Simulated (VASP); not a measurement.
The system is InP.

```
In P
1.0
     0.00000    2.93050    2.93050
     2.93050    0.00000    2.93050
     2.93050    2.93050    0.00000
In P
1 1
Direct
  0.00000 0.00000 0.00000
  0.75000 0.75000 0.75000
```

Program: VASP 6.6.1. Alike in all runs: task single point; potentials or basis VASP PAW PBE potentials, release 64 (In_d, P); cell as given; cutoff (eV) 520.

Order these runs on this cell by their pressure, lowest first.
A. level RPBE; spin collinear; k mesh 8 × 8 × 8; smearing tetrahedron
B. level HSE06; spin off; k mesh 4 × 4 × 4; smearing fermi-dirac 0.05 eV; grid for exact exchange (PRECFOCK) Normal; share of exact exchange 0.25; screening parameter 0.2079 1/Å
C. level PBE; spin non-collinear, zero start, SOC; k mesh 6 × 6 × 6; smearing fermi-dirac 0.05 eV
D. level r2SCAN50; spin off; k mesh 5 × 5 × 5; smearing fermi-dirac 0.05 eV; grid for exact exchange (PRECFOCK) Normal; share of exact exchange 0.5

D (-1.0 GPa), B (1.5 GPa), C (3.2 GPa), A (5.1 GPa).

Caveats: some runs use coarse meshes; the PAW data sets were made with another functional, which shifts forces and pressure a little (at least some runs); the cell stands under pressure (at least some runs).
